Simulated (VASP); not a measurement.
Input of a VASP 6.6.1 run:

Contents of INCAR:

```
PREC = Accurate
ENCUT = 520
EDIFF = 1E-6
ISMEAR = 0
SIGMA = 0.02
LREAL = False
LASPH = True
NELM = 60
ALGO = Normal
ISIF = 2
LWAVE = False
LCHARG = False
NBANDS = 12
```

KPOINTS

```
Automatic mesh
0
Gamma
  6 6 6
```

The input POSCAR:

```
CsH
1.0
    0.0000000000      3.0507025886      3.0507025886
    3.0507025886      0.0000000000      3.0507025886
    3.0507025886      3.0507025886      0.0000000000
Cs H
1 1
Direct
    0.0000000000      0.0000000000      0.0000000000
    0.5000000000      0.5000000000      0.5000000000
```

Potentials or basis: VASP PAW LDA potentials, release 64 (Cs_sv, H).

Run with:

```bash
$ cat potpaw_LDA.64/Cs_sv/POTCAR potpaw_LDA.64/H/POTCAR > POTCAR
$ mpirun -np 1 vasp_std > vasp.out
```

Q: Estimate the pressure.

A: 0.0 GPa.

Q: Predict the band gap on the k mesh.

A: 1.73 eV, direct.

Caveat: spin-orbit coupling is left out, which moves the levels of the heavy elements. A k mesh can miss the band edges.
